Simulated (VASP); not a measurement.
TcN2: single point with PBE

TcN2:

```
Tc N
1.0
    -0.06745    2.50898    2.44676
     2.42019   -0.04856    2.42787
     2.39755    2.46746   -0.02592
Tc N
1 2
Direct
  0.99738 0.99591 0.02106
  0.75139 0.74376 0.76592
  0.25302 0.26489 0.24709
```

```json
{"Program": "VASP 6.6.1", "Task": "single point", "Functional": "PBE", "Potentials or basis": "VASP PAW PBE potentials, release 64 (Tc_pv, N)", "Cutoff": "520 eV", "k mesh": "5 × 6 × 6", "Occupations": "fermi-dirac, width 0.15 eV", "Spin": "no spin polarisation"}
```

| Item | Value |
| --- | --- |
| Pressure | -12.1 GPa |
| Largest force | 0.569 eV/Å |

Forces on the atoms (eV/Å):
```
Tc   0.191  0.203 -0.367
N   -0.117 -0.517  0.207
N   -0.074  0.314  0.161
```

Stress tensor (GPa, compression positive):
```
-11.14   1.32   2.98
  1.32 -13.57   0.02
  2.98   0.02 -11.61
```

Levels at points of the mesh, in eV from the Fermi level:
| k point | band 9 | band 10 | band 11 | band 12 | band 13 | band 14 | band 15 | band 16 |
| --- | --- | --- | --- | --- | --- | --- | --- | --- |
| (0.00, 0.00, 0.00) | -1.26 | -1.06 | -0.09 | 0.37 | 0.37 | 5.56 | 5.95 | 6.00 |
| (0.00, 0.50, 0.00) | -2.35 | -2.06 | -1.84 | -0.68 | -0.54 | 2.29 | 5.18 | 5.41 |
| (0.00, 0.00, 0.50) | -2.60 | -1.86 | -1.53 | -0.67 | -0.55 | 2.33 | 5.35 | 5.52 |
| (0.00, 0.50, 0.50) | -3.09 | -2.64 | -0.26 | 0.35 | 1.36 | 2.48 | 4.53 | 4.61 |

It took 75 s on 1 thread of AMD EPYC 7R13 Processor (Zen 3), on a shared host, peak memory 0.16 GiB.

Caveat: the k points lie up to 0.43 Å⁻¹ apart.
